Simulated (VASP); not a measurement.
Input of a VASP 6.6.1 run:

Contents of INCAR:

```
SYSTEM = NaI
ALGO = Normal
EDIFF = 1E-6
ENCUT = 520
GGA = PS
ISIF = 2
ISMEAR = 0
LASPH = .True.
LCHARG = .True.
LELF = .True.
LREAL = .False.
LVHAR = .True.
LWAVE = .False.
NBANDS = 14
NELM = 60
PREC = Accurate
SIGMA = 0.01
```

KPOINTS

```
k-points
0
Gamma
  8 8 8
  0 0 0
```

File POSCAR:

```
NaI
1.0
    0.0000000000      3.1445027019      3.1445027019
    3.1445027019      0.0000000000      3.1445027019
    3.1445027019      3.1445027019      0.0000000000
Na I
1 1
Direct
    0.0000000000      0.0000000000      0.0000000000
    0.5000000000      0.5000000000      0.5000000000
```

Potentials or basis: VASP PAW PBE potentials, release 64 (Na_pv, I).

The run is started by

```bash
$ cat potpaw_PBE.64/Na_pv/POTCAR potpaw_PBE.64/I/POTCAR > POTCAR
$ mpirun -np 1 vasp_std > vasp.out
```

(1) What does it give for the band gap on the k mesh?

(2) What does it give for the pressure?

Answers

(1) 3.74 eV, direct.

(2) 1.1 GPa.

Caveat: the PAW data sets were made with another functional, which shifts forces and pressure a little; spin-orbit coupling is left out, which moves the levels of the heavy elements.
